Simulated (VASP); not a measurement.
# GaAs (I-4m2) in VASP: notebook

Runs on GaAs. Level: LDA. Tasks: single point.

Everything below comes from runs of VASP 6.6.1. Logs are shortened: lines on timing, memory, paths and dates and some standing lists are left out, and cuts for length are marked.

### Step 1. The cell of the first run

The structure is tetragonal, space group I-4m2 (No. 119). Conventional cell: a = 3.998 Å, b = 3.998 Å, c = 5.767 Å, α = 90.00°, β = 90.00°, γ = 90.00°. Ga (site symmetry -4m2) has 4 As at 2.46 Å within 3.3 Å. Within 3.3 Å of As (site symmetry -4m2) lie 4 Ga at 2.46 Å.

### Step 2. Single point, LDA (zz strain of +2 %)

Contents of INCAR:

```
ALGO = Normal
EDIFF = 1E-6
ENCUT = 520
GGA = CA
ISIF = 2
ISMEAR = -1
LASPH = T
LCHARG = F
LREAL = F
LWAVE = F
NBANDS = 16
NELM = 80
PREC = Accurate
SIGMA = 0.05
```

Contents of KPOINTS:

```
k-points
0
Gamma
  11 11 11
```

Contents of POSCAR:

```
GaAs
1.0
    0.0000000000      2.8268500000      2.8833870000
    2.8268500000      0.0000000000      2.8833870000
    2.8268500000      2.8268500000      0.0000000000
Ga As
1 1
Direct
    0.0000000000      0.0000000000      0.0000000000
    0.7500000000      0.7500000000      0.7500000000
```

Potentials or basis: VASP PAW LDA potentials, release 64 (Ga_d, As).

Command:

```
> cat potpaw_LDA.64/Ga_d/POTCAR potpaw_LDA.64/As/POTCAR > POTCAR
> mpirun -np 1 vasp_std > vasp.out
```

OUTCAR:

```text
EDIFF = 1E-6
   ENCUT = 520
   GGA = CA
   ISIF = 2
   ISMEAR = -1
   LASPH = T
   LREAL = F
   NELM = 80
   PREC = Accurate

 ion  position               nearest neighbor table
   1  0.000  0.000  0.000-   2 2.46   2 2.46   2 2.46   2 2.46
   2  0.750  0.750  0.750-   1 2.46   1 2.46   1 2.46   1 2.46

  LATTYP: Found a body centered tetragonal cell.
 ALAT       =     3.9977696088
 C/A-ratio  =     1.4424978336

  Lattice vectors:

 A1 = (  -2.8268500000,   0.0000000000,   2.8833870000)
 A2 = (   2.8268500000,   0.0000000000,   2.8833870000)
 A3 = (   0.0000000000,   2.8268500000,  -2.8833870000)

Analysis of symmetry for initial positions (statically):
=====================================================================
 Subroutine PRICEL returns:
 Original cell was already a primitive cell.

 Routine SETGRP: Setting up the symmetry group for a
 body centered tetragonal supercell.

 Subroutine GETGRP returns: Found  8 space group operations
 (whereof  8 operations were pure point group operations)
 out of a pool of 16 trial point group operations.

The static configuration has the point symmetry D_2d.

Analysis of symmetry for dynamics (positions and initial velocities):
=====================================================================
 Subroutine PRICEL returns:
 Original cell was already a primitive cell.

 Routine SETGRP: Setting up the symmetry group for a
 body centered tetragonal supercell.

 Subroutine GETGRP returns: Found  8 space group operations
 (whereof  8 operations were pure point group operations)
 out of a pool of 16 trial point group operations.

The dynamic configuration has the point symmetry D_2d.

 Subroutine INISYM returns: Found  8 space group operations
 (whereof  8 operations are pure point group operations),
 and found     1 'primitive' translations

----------------------------------------------------------------------------------------

                                     Primitive cell

  volume of cell :      46.0828

  direct lattice vectors                    reciprocal lattice vectors
     0.000000000  2.826850000  2.883387000    -0.176875321  0.176875321  0.173407177
     2.826850000  0.000000000  2.883387000     0.176875321 -0.176875321  0.173407177
     2.826850000  2.826850000  0.000000000     0.176875321  0.176875321 -0.173407177

  length of vectors
     4.037945209  4.037945209  3.997769609     0.304367881  0.304367881  0.304367881

  position of ions in fractional coordinates (direct lattice)
     0.000000000  0.000000000  0.000000000
     0.750000000  0.750000000  0.750000000

  ion indices of the primitive-cell ions
   primitive index   ion index
                 1           1
                 2           2

----------------------------------------------------------------------------------------

 KPOINTS: k-points

Automatic generation of k-mesh.
 Grid dimensions read from file:
 generate k-points for:   11   11   11

 Generating k-lattice:

  Cartesian coordinates                     Fractional coordinates (reciprocal lattice)
    -0.016079575  0.016079575  0.015764289     0.090909091 -0.000000000  0.000000000
     0.016079575 -0.016079575  0.015764289    -0.000000000  0.090909091  0.000000000
     0.016079575  0.016079575 -0.015764289     0.000000000  0.000000000  0.090909091

  Length of vectors
     0.027669807  0.027669807  0.027669807

  Shift w.r.t. Gamma in fractional coordinates (k-lattice)
     0.000000000  0.000000000  0.000000000

 Subroutine IBZKPT returns following result:
 ===========================================

 Found    126 irreducible k-points:

 Following reciprocal coordinates:
            Coordinates               Weight
  0.000000  0.000000  0.000000      1.000000
  0.090909 -0.000000  0.000000      8.000000
  0.181818 -0.000000  0.000000      8.000000
  0.272727  0.000000  0.000000      8.000000
  0.363636 -0.000000  0.000000      8.000000
  0.454545 -0.000000  0.000000      8.000000
[... 16 lines left out ...]
 -0.272727  0.181818  0.000000      8.000000
 -0.181818  0.181818  0.000000      4.000000
 [... further k-points ...]
   k-points           NKPTS =    126   k-points in BZ     NKDIM =    126   number of bands    NBANDS=     16
   number of dos      NEDOS =    301   number of ions     NIONS =      2
   total plane-waves  NPLWV =  27000
   dimension x,y,z NGX =    30 NGY =   30 NGZ =   30
   dimension x,y,z NGXF=    60 NGYF=   60 NGZF=   60
   ions per type =               1   1
   NGX,Y,Z   is equivalent  to a cutoff of  12.35, 12.35, 12.48 a.u.
   NGXF,Y,Z  is equivalent  to a cutoff of  24.70, 24.70, 24.95 a.u.
 SYSTEM =  unknown system
   PREC   = accura    normal or accurate (medium, high low for compatibility)
   ISTART =      0    job   : 0-new  1-cont  2-samecut
   ICHARG =      2    charge: 1-file 2-atom 10-const
   ISPIN  =      1    spin polarized calculation?
   LNONCOLLINEAR =      F non collinear calculations
   LSORBIT =      F    spin-orbit coupling
   LASPH  =      T    aspherical Exc in radial PAW
   ENCUT  =  520.0 eV  38.22 Ry    6.18 a.u.   7.51  7.51  7.43*2*pi/ulx,y,z
   NELM   =     80;   NELMIN=  2; NELMDL= -5     # of ELM steps
   EDIFF  = 0.1E-05   stopping-criterion for ELM
   LREAL  =      F    real-space projection
   EDIFFG = 0.1E-04   stopping-criterion for IOM
   NSW    =      0    number of steps for IOM
   IBRION =     -1    ionic relax: 0-MD 1-quasi-New 2-CG
   NFREE  =      0    steps in history (QN), initial steepest desc. (CG)
   ISIF   =      2    stress and relaxation
   ISYM   =      2    0-nonsym 1-usesym 2-fastsym
   POTIM  = 0.5000    time-step for ionic-motion
   TEBEG  =    0.0;   TEEND  =   0.0 temperature during run
   PSTRESS=    0.0 pullay stress
   NELECT =      18.0000    total number of electrons
   NUPDOWN=      -1.0000    fix difference up-down
   EMIN   =  10.00;   EMAX   =-10.00  energy-range for DOS
   EFERMI =   0.00;   METHOD = LEGACY
   ISMEAR =    -1;   SIGMA  =   0.05  broadening in eV -4-tet -1-fermi 0-gaus
   EFERMI_NEDOS =   21; number of points for ismear=-14 and -15
   IALGO  =     38    algorithm
   IMIX   =      4    mixing-type and parameters
     AMIX     =   0.40;   BMIX     =  1.00
     AMIX_MAG =   1.60;   BMIX_MAG =  1.00
  volume/ion in A,a.u.               =      23.04       155.49
  Fermi-wavevector in a.u.,A,eV,Ry     =   1.196702  2.261440 19.484859  1.432097
  Thomas-Fermi vector in A             =   2.332636
   LORBIT       =      0    0 simple, 1 ext, 2 COOP (PROOUT), +10 PAW based schemes
   GGA     = CA    functional components
   LHFCALC =     F    Hartree Fock is set to
   AEXX    =    0.0000 exact exchange contribution
   IVDW    =     0    specifies the selected vdW correction
   LEPSILON=     F    determine dielectric tensor
   LRPA    =     F    only Hartree local field effects (RPA)
 non-spin polarized calculation
  energy-cutoff  :      520.00
  volume of cell :       46.08
 maximum number of plane-waves:      1263
 NGX is ok and might be reduce to    30
   NGX = 15   NGY = 15   NGZ = 15

 number of electron      17.9999988 magnetization

 Free energy of the ion-electron system (eV)
  ---------------------------------------------------
  ext. energy  EPLUGINS =         0.00000000
  ---------------------------------------------------
  free energy    TOTEN  =        -9.62179701 eV

  energy without entropy =       -9.62163392  energy(sigma->0) =       -9.62171546

 E-fermi :   3.7623     XC(G=0):  -9.8259

 val. band max:        3.6512081291   @ k =   0.0000   0.0000   0.0000
 cond. band min:       3.7952053197   @ k =   0.0000   0.0000   0.0000
 fundamental gap:      0.1439971906
 Fermi energy:         3.7623453244

 k-point     1 :       0.0000    0.0000    0.0000
  band No.  band energies     occupation
      1     -11.2820      2.00000
      2     -11.2773      2.00000
      3     -11.2773      2.00000
      4     -11.2069      2.00000
      5     -11.2042      2.00000
      6      -9.0105      2.00000
[... 8 lines left out ...]
     15      13.5297      0.00000
     16      13.9242      0.00000

 k-point     2 :       0.0909   -0.0000    0.0000
  band No.  band energies     occupation
      1     -11.2858      2.00000
      2     -11.2780      2.00000
      3     -11.2756      2.00000
      4     -11.2070      2.00000
      5     -11.2042      2.00000
      6      -8.9163      2.00000
[... 8 lines left out ...]
     15      12.9387      0.00000
     16      13.2574      0.00000

 k-point     3 :       0.1818   -0.0000    0.0000
  band No.  band energies     occupation
      1     -11.3016      2.00000
      2     -11.2739      2.00000
      3     -11.2711      2.00000
      4     -11.2073      2.00000
      5     -11.2040      2.00000
      6      -8.6434      2.00000
[... 8 lines left out ...]
     15      12.5210      0.00000
     16      12.6658      0.00000

 k-point     4 :       0.2727    0.0000    0.0000
  band No.  band energies     occupation
      1     -11.3214      2.00000
      2     -11.2687      2.00000
      3     -11.2658      2.00000
      4     -11.2068      2.00000
      5     -11.2031      2.00000
      6      -8.2247      2.00000
[... 8 lines left out ...]
     15      12.6964      0.00000
     16      12.7277      0.00000
[... 324 lines left out ...]
 k-point    22 :      -0.3636    0.1818    0.0000
  band No.  band energies     occupation
      1     -11.3518      2.00000
      2     -11.2586      2.00000
      3     -11.2535      2.00000
      4     -11.2070      2.00000
      5     -11.2033      2.00000
      6      -7.2110      2.00000
[... 8 lines left out ...]
     15      13.1388      0.00000
     16      14.8296      0.00000

 k-point    23 :      -0.2727    0.1818    0.0000
  band No.  band energies     occupation
      1     -11.3417      2.00000
      2     -11.2608      2.00000
      3     -11.2580      2.00000
      4     -11.2095      2.00000
      5     -11.2019      2.00000
      6      -7.6219      2.00000
[... 8 lines left out ...]
     15      13.7939      0.00000
     16      15.5354      0.00000

 k-point    24 :      -0.1818    0.1818    0.0000
  band No.  band energies     occupation
      1     -11.3273      2.00000
      2     -11.2645      2.00000
      3     -11.2638      2.00000
      4     -11.2102      2.00000
      5     -11.2018      2.00000
      6      -8.0746      2.00000
[... 8 lines left out ...]
     15      13.6409      0.00000
     16      14.2969      0.00000

 [... further k-points ...]
[... 5 lines left out ...]
  --------------------------------------------------------------------------------------
  -------------------------------------------------------------------------------------
  Total       -0.6976702     -0.6976702     -1.0643373      0.0000000      0.0000000      0.0000000
  in kB      -24.2561750    -24.2561750    -37.0042329      0.0000000      0.0000000      0.0000000
  external PRESSURE =     -28.5055276 kB  Pullay stress =       0.0000000 kB

 VOLUME and BASIS-vectors are now :
 -----------------------------------------------------------------------------
  energy-cutoff  :      520.00
  volume of cell :       46.08
      direct lattice vectors                 reciprocal lattice vectors
     0.000000000  2.826850000  2.883387000    -0.176875321  0.176875321  0.173407177
     2.826850000  0.000000000  2.883387000     0.176875321 -0.176875321  0.173407177
     2.826850000  2.826850000  0.000000000     0.176875321  0.176875321 -0.173407177

 POSITION                                       TOTAL-FORCE (eV/Angst)
 -----------------------------------------------------------------------------------
      0.00000      0.00000      0.00000         0.000000      0.000000     -0.000000
      4.24027      4.24027      4.32508        -0.000000     -0.000000      0.000000
 -----------------------------------------------------------------------------------
    total drift:                               -0.000000     -0.000000      0.000001

  FREE ENERGIE OF THE ION-ELECTRON SYSTEM (eV)
  ---------------------------------------------------
  free  energy   TOTEN  =        -9.6217970075 eV

  energy  without entropy=       -9.6216339217  energy(sigma->0) =       -9.62171546
```

It took 85 s on 1 thread of Intel Xeon 6975P-C (Granite Rapids), shared host; peak memory 0.21 GiB.

Results:

* Free energy: -9.6218 eV
* Pressure: -2.9 GPa
* Band gap on the k mesh: 0.14 eV

Levels at points of the mesh, in eV from the valence-band top:
```csv
k point,band 5,band 6,band 7,band 8,band 9,band 10,band 11,band 12,band 13,band 14
"(0.00, 0.00, 0.00)",-14.86,-12.66,-0.12,0.00,0.00,0.14,3.61,3.61,3.67,7.24
```

Caveat: the cell differs from its parent crystal (zz strain of +2 %).

(Part 1 of 2 ends here.)
